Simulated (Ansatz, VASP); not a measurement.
One calculation of Si2W, two programs

```xyz
3
Lattice="4.0522 0.0000 0.0000 -2.0261 3.5093 0.0000 0.0000 0.0000 4.4574" Properties=species:S:1:pos:R:3 pbc="T T T"
W     0.0000    0.0000    0.0000
Si    0.0000    2.3395    2.2287
Si    2.0261    1.1698    2.2287
```

Alike in both runs: task relaxation of cell and atoms; functional PBE; k mesh 10 × 10 × 8; occupations fermi-dirac, width 0.1 eV; no spin polarisation.

```csv
,VASP,Ansatz
version,VASP 6.6.1,Ansatz 0.2.0
potentials or method,"VASP PAW PBE potentials, release 64 (W_sv, Si)","PAW with Ansatz's default frozen-core files, scalar-relativistic"
plane-wave cutoff (eV),600,420
valence electrons in the cell,22,22
```

```csv
,VASP,Ansatz,Ansatz less VASP
relaxed volume (Å³/atom),14.16,14.15,-0.011
relaxed cell length with the largest relative difference (Å),2.598,2.597,-0.0014
```

Spin-orbit coupling is off throughout. Noted on VASP's run: the volume moved by over 15 % at a fixed basis, so the end points are rough.
